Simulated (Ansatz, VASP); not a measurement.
## FeO: VASP beside Ansatz

Contents of INCAR:

```
PREC     = Accurate       # precision mode
ENCUT    = 600            # plane-wave cutoff, eV
EDIFF    = 1E-6           # SCF threshold, eV
ISMEAR   = -1             # smearing method
SIGMA    = 0.05           # smearing width, eV
LREAL    = F              # projectors in reciprocal space
LASPH    = T              # aspherical terms in the spheres
NELM     = 200            # most SCF steps
ALGO     = Normal         # electronic algorithm
ISIF     = 2              # what is computed and relaxed
LWAVE    = F              # write WAVECAR
LCHARG   = F              # write CHGCAR
ISPIN    = 2              # spin polarisation
MAGMOM   = 3 0            # initial moments
LORBIT   = 11             # projections on sites
LMAXMIX  = 4              # l up to which the mixer works
GGA      = PE             # functional
NBANDS   = 22             # bands
GGA_COMPAT= F
```

File KPOINTS:

```
regular mesh
0
Gamma
  11 11 11
```

POSCAR

```
FeO
1.0
    1.5288796120      0.8826990556      2.5362637132
   -1.5288796120      0.8826990556      2.5362637132
    0.0000000000     -1.7653981111      2.5362637132
Fe O
1 1
Direct
    0.0000000000      0.0000000000      0.0000000000
    0.5000000000      0.5000000000      0.5000000000
```

File input.yaml:

```yaml
crystal:
  lattice:
    - [1.528879612, 0.8826990556, 2.5362637132]
    - [-1.528879612, 0.8826990556, 2.5362637132]
    - [0.0, -1.7653981111, 2.5362637132]
  atoms:
    - { symbol: Fe, position: [0.0, 0.0, 0.0], spin: 3.0 }
    - { symbol: O, position: [0.5, 0.5, 0.5] }
hamiltonian:
  xc: pbe
  pseudopotentials: { kind: paw }
magnetization:
  spin_polarized: true
kpoints:
  mp_grid: { grid: [11, 11, 11] }
scf:
  occupations: { method: fermi_dirac, width: 0.05 }
output:
  forces: true
  stress: true
  eigenvalues: true
```

Alike in both runs: task single point; functional PBE; k mesh 11 × 11 × 11; occupations fermi-dirac, width 0.05 eV; collinear spin.

|  | VASP | Ansatz |
| --- | --- | --- |
| version | VASP 6.6.1 | Ansatz 0.2.0 |
| potentials or method | VASP PAW PBE potentials, release 64 (Fe_sv, O) | Ansatz PAW |
| plane-wave cutoff (eV) | 600 | 420 |
| valence electrons in the cell | 22 | 22 |

|  | VASP | Ansatz | Ansatz less VASP |
| --- | --- | --- | --- |
| gap on the k mesh at the Fermi level (eV) | none | none | - |
| pressure (GPa) | -6.9 | -4.6 | +2.28 |
| traceless stress, the component that is largest in VASP (GPa) | -0.65 | -0.66 | -0.001 |
| net moment per atom (μB) | 2.00 | 2.00 | 0.000 |
| size of the moment on the site where the two differ most (μB) | 0.29 | 0.32 | +0.025 |

Site moments also hang on the region over which each program counts them. A gap of «none» marks a metal or a gap that the smearing closes. The functional is the same, so the differences come from potentials, cutoffs and numerics.
